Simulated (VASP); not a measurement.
A run of VASP 6.6.1 is set up as follows.

INCAR

```
PREC = Accurate
ENCUT = 600
EDIFF = 1E-7
ISMEAR = 0
SIGMA = 0.1
LREAL = False
LASPH = True
NELM = 100
ALGO = Normal
ISIF = 4
LWAVE = False
LCHARG = False
GGA = PE
IBRION = 2
NSW = 50
EDIFFG = -0.01
```

File KPOINTS:

```
Automatic mesh
0
Gamma
  21 21 12
```

Contents of POSCAR:

```
Be
1.0
    2.2398410589      0.0000000000      0.0000000000
   -1.1199205295      1.9397592575      0.0000000000
    0.0000000000      0.0000000000      3.5307082074
Be
2
Direct
    0.3333333333      0.6666666667      0.2500000000
    0.6666666667      0.3333333333      0.7500000000
```

Potentials or basis: VASP PAW PBE potentials, release 64 (Be).

Run with:

```bash
$ cat potpaw_PBE.64/Be/POTCAR > POTCAR
$ mpirun -np 1 vasp_std > vasp.out
```

Problem. Estimate the band gap on the k mesh.

Solution. Zero (bands 2 and 3 overlap by 2.12 eV).

Final structure:
```
CELL_PARAMETERS angstrom
2.23885 0.00000 0.00000
-1.11943 1.93890 0.00000
0.00000 0.00000 3.53382
ATOMIC_POSITIONS crystal
Be 0.33333 0.66667 0.25000
Be 0.66667 0.33333 0.75000
```
